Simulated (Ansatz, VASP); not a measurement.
One calculation of Ni, two programs

```xyz
1
Lattice="-1.3594 1.3594 1.3594 1.3594 -1.3594 1.3594 1.3594 1.3594 -1.3594" Properties=species:S:1:pos:R:3 pbc="T T T"
Ni    0.0000    0.0000    0.0000
```

Alike in both runs: task single point; functional r2SCAN; k mesh 18 × 18 × 18; occupations fermi-dirac, width 0.1 eV; no spin polarisation.

|  | VASP | Ansatz |
| --- | --- | --- |
| version | VASP 6.6.1 | Ansatz 0.2.0 |
| potentials or method | VASP PAW PBE potentials, release 64 (Ni), cutoff 520 eV | plane waves (500 eV) with PAW, scalar-relativistic |
| valence electrons in the cell | 10 | 18 |

Ansatz gave:

| Property | Result |
| --- | --- |
| pressure (GPa) | 10.0 |

Task: What did VASP give for the same quantities?

Result: Pressure (GPa): 10.6.

VASP's potentials were made for PBE, not for r2SCAN. VASP's potentials hold 10 valence electrons a cell and Ansatz's 18, so a difference there can come from the potentials and not from the codes.
